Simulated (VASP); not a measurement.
# Re: single point with r2SCAN

Re:

```
Re
1.0
     2.79614    0.00000    0.00000
    -1.39807    2.42153    0.00000
     0.00000    0.00000    4.51588
Re
2
Direct
  0.33333 0.66667 0.25000
  0.66667 0.33333 0.75000
```

```yaml
Program: VASP 6.6.1
Task: single point
Functional: r2SCAN
Potentials_or_basis: VASP PAW PBE potentials, release 64 (Re)
Cutoff: 520 eV
k_mesh: 21 × 21 × 12
Occupations: fermi-dirac, width 0.1 eV
Spin: no spin polarisation
```

```yaml
Pressure: -14.1 GPa
Band_gap_on_the_k_mesh: zero (bands 7 and 8 overlap by 3.06 eV)
```

Levels at points of the mesh, in eV from the Fermi level:
| k point | band 3 | band 4 | band 5 | band 6 | band 7 | band 8 | band 9 | band 10 | band 11 | band 12 |
| --- | --- | --- | --- | --- | --- | --- | --- | --- | --- | --- |
| (0.00, 0.00, 0.00) | -1.54 | -1.52 | -1.52 | -0.71 | -0.71 | 0.22 | 0.22 | 0.47 | 3.34 | 3.34 |
| (0.00, 0.00, 0.50) | -2.39 | -2.39 | -1.65 | -1.65 | -1.65 | -1.65 | 2.52 | 2.52 | 2.52 | 2.52 |

It took 6 min on 1 thread of AMD EPYC 9R45 96-Core Processor (Zen 5), with other jobs on the host, peak memory 0.23 GiB.

Caveat: the cell stands under tension; the PAW data sets were made with another functional, which shifts forces and pressure a little; spin-orbit coupling is left out, which moves the levels of the heavy elements.
